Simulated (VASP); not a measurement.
A run of VASP 6.6.1 is set up as follows.

Contents of INCAR:

```
ALGO = Normal
EDIFF = 1E-6
ENCUT = 520
GGA = PE
ISIF = 2
ISMEAR = -1
LASPH = True
LCHARG = False
LREAL = Auto
LWAVE = False
NBANDS = 72
NELM = 80
PREC = Accurate
SIGMA = 0.05
```

KPOINTS

```
k-points
0
Gamma
  2 2 2
```

The input POSCAR:

```
LiAl32
1.0
    8.1000000000      0.0000000000      0.0000000000
    0.0000000000      8.1000000000      0.0000000000
    0.0000000000      0.0000000000      8.1000000000
Al Li
32 1
Direct
    0.4766790123     -0.0460864198     -0.0278888889
    0.7253827160      0.2315925926      0.0112098765
    0.7578148148      0.0374320988      0.2711358025
   -0.0219876543     -0.0055061728      0.0361975309
    0.2767901235      0.2575432099      0.0140000000
    0.4752839506      0.5384814815     -0.0222592593
    0.7786049383      0.7590864198      0.0053333333
    0.2361851852      0.0451111111      0.2794197531
    0.5066049383      0.2597037037      0.2571234568
    0.7600740741      0.4787407407      0.2430246914
    0.4836419753      0.0168024691      0.4644074074
    0.7592222222      0.2523456790      0.5312098765
    0.7541975309      0.0304691358      0.7790740741
    0.0476419753      0.4755308642     -0.0199753086
    0.2207901235      0.8063456790      0.0574320988
   -0.0187654321      0.2674691358      0.2718888889
    0.2572345679      0.5168888889      0.2577530864
    0.4904567901      0.7467037037      0.2503456790
   -0.0404444444      0.0056543210      0.5064320988
    0.2592716049      0.2689629630      0.5072345679
    0.5508024691      0.5034691358      0.5553209877
    0.7206913580      0.7719135802      0.4785185185
    0.2353333333      0.0399012346      0.7107037037
    0.4837160494      0.2073950617      0.7691234568
    0.7266543210      0.4530864198      0.7918765432
   -0.0291481481      0.7319382716      0.2556049383
   -0.0465802469      0.4905802469      0.5150370370
    0.2686296296      0.7149506173      0.4957407407
    0.0279506173      0.2258518519      0.7800617284
    0.2558271605      0.4850617284      0.7464074074
    0.5549876543      0.7586790123      0.7456049383
   -0.0145555556      0.7581851852      0.7273950617
    0.2963456790      0.7553456790      0.8186172840
```

Potentials or basis: VASP PAW PBE potentials, release 64 (Al, Li_sv).

Launch:

```console
$ cat potpaw_PBE.64/Al/POTCAR potpaw_PBE.64/Li_sv/POTCAR > POTCAR
$ mpirun -np 1 vasp_std > vasp.out
```

Problem. Predict the band gap on the k mesh.

Solution. Zero (an odd number of electrons rules out a gap without spin polarisation).

Problem. Estimate the largest force.

Solution. 2.999 eV/Å.

Forces on the atoms (eV/Å):
```
Al   0.715  0.963  1.030
Al   0.253  0.464  0.785
Al  -1.050 -0.919 -0.536
Al   0.278  1.419 -0.437
Al  -0.053 -0.701  0.410
Al   0.168 -0.138  1.031
Al  -1.193 -0.947 -0.181
Al  -0.613 -0.403 -0.607
Al  -0.300  0.540  0.084
Al  -1.067  1.119 -0.266
Al   0.580 -0.498  1.288
Al  -0.984 -0.657 -0.135
Al   0.307 -1.134 -0.763
Al  -1.348  1.209  0.996
Al  -0.755 -0.898  1.908
Al   1.427 -0.391 -0.425
Al  -0.292 -0.890 -0.499
Al   0.557  0.104 -0.356
Al   1.243 -0.327  0.247
Al  -0.187  1.203 -0.681
Al  -1.488 -0.469 -1.883
Al   0.708 -0.038 -0.115
Al   0.612 -2.929  0.209
Al   0.833  1.347 -0.637
Al   1.708  0.616  0.708
Al   0.619  0.037  0.723
Al   1.133  1.079  0.388
Al  -0.335  0.936  0.761
Al  -1.834  1.382 -0.013
Al  -0.036 -0.695 -0.964
Al   1.248 -0.085 -0.685
Al   0.026 -0.293  0.273
Li  -0.882 -0.006 -1.658
```

Caveat: the k points lie up to 0.39 Å⁻¹ apart, too coarse for converged energies and pressures of a metal; the atoms stand as in a frame of molecular dynamics.
